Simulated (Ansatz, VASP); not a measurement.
**One calculation of MgO, two programs**

```
Mg O
1.0
     3.34530    0.00000    0.00000
    -1.67265    2.89711    0.00000
     0.00000    0.00000    4.11220
Mg O
2 2
Direct
  0.66667 0.33333 0.75000
  0.33333 0.66667 0.25000
  0.66667 0.33333 0.25000
  0.33333 0.66667 0.75000
```

Alike in both runs: task single point; functional PBE; k mesh 9 × 9 × 6; occupations gaussian, width 0.05 eV; no spin polarisation.

```csv
,VASP,Ansatz
version,VASP 6.6.1,Ansatz 0.2.0
potentials or method,"VASP PAW PBE potentials, release 64 (Mg_sv, O), cutoff 840 eV","scalar-relativistic, plane waves, PAW"
valence electrons in the cell,32,32
```

Ansatz gave:

| Property | Result |
| --- | --- |
| gap on the k mesh at the Fermi level (eV) | 3.96 |
| least direct gap on the mesh (eV) | 3.96 |
| pressure (GPa) | 21.6 |
| traceless stress, the component that is largest in VASP (GPa) | -3.30 |

Q: What did VASP give for the same quantities?

A: gap on the k mesh at the Fermi level (eV): 3.95; least direct gap on the mesh (eV): 3.95; pressure (GPa): 21.8; traceless stress, the component that is largest in VASP (GPa): -3.38.

With one functional, cell and mesh, what is left measures potentials, basis and numerics.
